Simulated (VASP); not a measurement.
Here is a VASP 6.6.1 calculation.

The input INCAR:

```
SYSTEM = Ga6HN6
  PREC = Accurate
  ENCUT = 520
  EDIFF = 1E-6
  ISMEAR = 0
  SIGMA = 0.02
  LREAL = .False.
  LASPH = .True.
  NELM = 200
  ALGO = Normal
  ISIF = 2
  LWAVE = .False.
  LCHARG = .True.
  ISPIN = 2
  MAGMOM = 0 0 0 0 0 0 0 0 0 0 0 0 0.38
  LORBIT = 11
  GGA = PE
  LELF = .True.
  LVHAR = .True.
  NBANDS = 70
  GGA_COMPAT = .False.
```

Contents of KPOINTS:

```
Automatic mesh
0
Gamma
  3 3 3
  0 0 0
```

The input POSCAR:

```
Ga6HN6
1.0
    0.0000000000      0.0000000000      5.2431684095
    4.8275562239     -2.7871908853      0.0000000000
   -0.0000000001      5.5743817708      0.0000000000
Ga N H
6 6 1
Direct
    0.4995483256      0.3343523980      0.3343524059
    0.4995483256      0.0000010357      0.6656499392
    0.4995483256      0.6656498342      1.0000011445
    1.0030343467      0.0000010357      0.3291315454
    1.0030343467      0.6708706952      0.6708705720
    1.0030343467      0.3291315370      1.0000010134
    0.8727520542      0.3452506657      0.3452505745
    0.8727522449      0.0000010357      0.6547516903
    0.8727520542      0.6547515665      1.0000010454
    0.3788028240      0.0000010357      0.3333913900
    0.3788028240      0.6666107759      0.6666108694
    0.3788028240      0.3333914564      1.0000010508
    0.0098329857      0.0000012429      0.0000015184
```

Potentials or basis: VASP PAW PBE potentials, release 64 (Ga_d, N, H).

Run with:

```bash
$ cat potpaw_PBE.64/Ga_d/POTCAR potpaw_PBE.64/N/POTCAR potpaw_PBE.64/H/POTCAR > POTCAR
$ mpirun -np 1 vasp_std > vasp.out
```

Q: Predict the pressure.

A: 4.7 GPa.

Q: Predict the site moments.

A: Ga +0.00, +0.02 (each value once); N +0.10, +0.01 (each value once); H +0.18 μB.

Q: What does it give for the largest force?

A: 0.573 eV/Å.

Forces on the atoms (eV/Å):
```
Ga  -0.003 -0.002 -0.043
Ga   0.000  0.003 -0.043
Ga   0.003 -0.002 -0.043
Ga   0.000  0.035 -0.027
Ga  -0.030 -0.017 -0.027
Ga   0.030 -0.017 -0.027
N    0.002  0.001 -0.073
N    0.000 -0.003 -0.073
N   -0.002  0.001 -0.073
N    0.000  0.007 -0.048
N   -0.006 -0.003 -0.048
N    0.006 -0.003 -0.048
H    0.000  0.000  0.573
```

Caveat: the k points lie up to 0.43 Å⁻¹ apart; a moment this small can come from the mesh or the smearing.
